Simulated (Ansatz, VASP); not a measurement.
**One calculation of Au, two programs**

File INCAR:

```
SYSTEM = Au
PREC = Accurate
ENCUT = 520
EDIFF = 1E-7
ISMEAR = 0
SIGMA = 0.15
LREAL = .False.
LASPH = .True.
NELM = 100
ALGO = Normal
ISIF = 2
LWAVE = .False.
LCHARG = .False.
GGA = PE
NBANDS = 18
```

Contents of KPOINTS:

```
Automatic mesh
0
Gamma
  12 12 8
  0 0 0
```

File POSCAR:

```
Au
1.0
    2.9705019443     -0.0685826999      0.0002938555
   -1.5446453325      2.5378639798     -0.0000252993
    0.0004926229      0.0002354427      4.8505847443
Au
2
Direct
    0.3392321724      0.6604225000      0.7499951439
    0.6607678276      0.3395775000      0.2500048561
```

Input for Ansatz:

```yaml
crystal:
  lattice:
    - [2.9705019443, -0.0685826999, 0.0002938555]
    - [-1.5446453325, 2.5378639798, -2.52993e-05]
    - [0.0004926229, 0.0002354427, 4.8505847443]
  atoms:
    - { symbol: Au, position: [0.3392321724, 0.6604225, 0.7499951439] }
    - { symbol: Au, position: [0.6607678276, 0.3395775, 0.2500048561] }
basis:
  ecutwfc: 420
kpoints:
  mp_grid: { grid: [12, 12, 8] }
hamiltonian:
  xc: pbe
scf:
  occupations: { method: gaussian, width: 0.15 }
  algorithm: density_mixing
  convergence: { dr2_threshold: 1.0e-06 }
output:
  forces: true
  eigenvalues: true
  stress: true
```

Alike in both runs: task single point; functional PBE; k mesh 12 × 12 × 8; occupations gaussian, width 0.15 eV; no spin polarisation.

```csv
,VASP,Ansatz
version,VASP 6.6.1,Ansatz 0.2.0
potentials or method,"VASP PAW PBE potentials, release 64 (Au), cutoff 520 eV","scalar-relativistic, plane waves, PAW"
valence electrons in the cell,22,38
```

|  | VASP | Ansatz | Ansatz less VASP |
| --- | --- | --- | --- |
| gap on the k mesh at the Fermi level (eV) | none | none | - |
| pressure (GPa) | -0.2 | 0.0 | +0.23 |

A gap of «none» marks a metal or a gap that the smearing closes. VASP's potentials hold 22 valence electrons a cell and Ansatz's 38, so a difference there can come from the potentials and not from the codes. Ansatz's warnings: force scf threshold loose, stress scf threshold loose.

Neither program's run includes spin-orbit coupling.
